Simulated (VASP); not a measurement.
Here is a VASP 6.6.1 calculation.

The input INCAR:

```
  ALGO = Normal
  EDIFF = 1E-6
  ENCUT = 520
  GGA = PE
  ISIF = 2
  ISMEAR = 0
  LASPH = T
  LCHARG = T
  LELF = T
  LREAL = F
  LVHAR = T
  LWAVE = F
  NBANDS = 18
  NELM = 60
  PREC = Accurate
  SIGMA = 0.1
```

The input KPOINTS:

```
k-points
0
Gamma
  8 8 8
```

Contents of POSCAR:

```
HPt2
1.0
   -1.5307197691      1.5307197691      3.7550469337
    1.5307197691     -1.5307197691      3.7550469337
    1.5307197691      1.5307197691     -3.7550469337
H Pt
1 2
Direct
    0.0000000000      0.0000000000      0.0000000000
    0.6650000000      0.6650000000      0.0000000000
    0.3350000000      0.3350000000      0.0000000000
```

Potentials or basis: VASP PAW PBE potentials, release 64 (H, Pt).

Run with:

```console
$ cat potpaw_PBE.64/H/POTCAR potpaw_PBE.64/Pt/POTCAR > POTCAR
$ mpirun -np 1 vasp_std > vasp.out
```

What does it give for the largest force?

1.851 eV/Å.

Estimate the pressure.

31.4 GPa.

Forces in eV/Å, atoms in the order of the input:
```
H    0.000  0.000  0.000
Pt   0.000  0.000 -1.851
Pt   0.000  0.000  1.851
```

Caveat: the k points lie up to 0.36 Å⁻¹ apart; forces of over 1 eV/Å act on the atoms, so gaps and moduli don't describe the material at rest.
